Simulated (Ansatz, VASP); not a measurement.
## CdSe: VASP beside Ansatz

```xyz
4
Lattice="-0.0194 -3.1432 -3.1350 -0.0244 3.1049 -3.0967 6.1889 -0.0050 0.0438" Properties=species:S:1:pos:R:3 pbc="T T T"
Cd    3.3084    0.0637   -3.3155
Cd   -0.4115   -0.1693    0.1436
Se    1.3065    1.5992   -1.3354
Se    5.0361   -1.5394   -1.6588
```

Change from the starting cell: all atoms moved at random, sigma 0.25 Å a component, cell strained at random, sigma 0.01; relaxed back.

Alike in both runs: task relaxation of the atoms; functional PBE; k mesh 6 × 6 × 4; occupations gaussian, width 0.05 eV; no spin polarisation.

|  | VASP | Ansatz |
| --- | --- | --- |
| version | VASP 6.6.1 | Ansatz 0.2.0 |
| potentials or method | VASP PAW PBE potentials, release 64 (Cd, Se), cutoff 450 eV | scalar-relativistic, plane waves, PAW |
| valence electrons in the cell | 36 | 72 |

|  | VASP | Ansatz | Ansatz less VASP |
| --- | --- | --- | --- |
| gap on the k mesh at the Fermi level, each at its own relaxed structure (eV) | 0.43 | 0.43 | +0.002 |

VASP's potentials hold 36 valence electrons a cell and Ansatz's 72, so a difference there can come from the potentials and not from the codes. Ansatz's warnings: stress scf threshold loose.
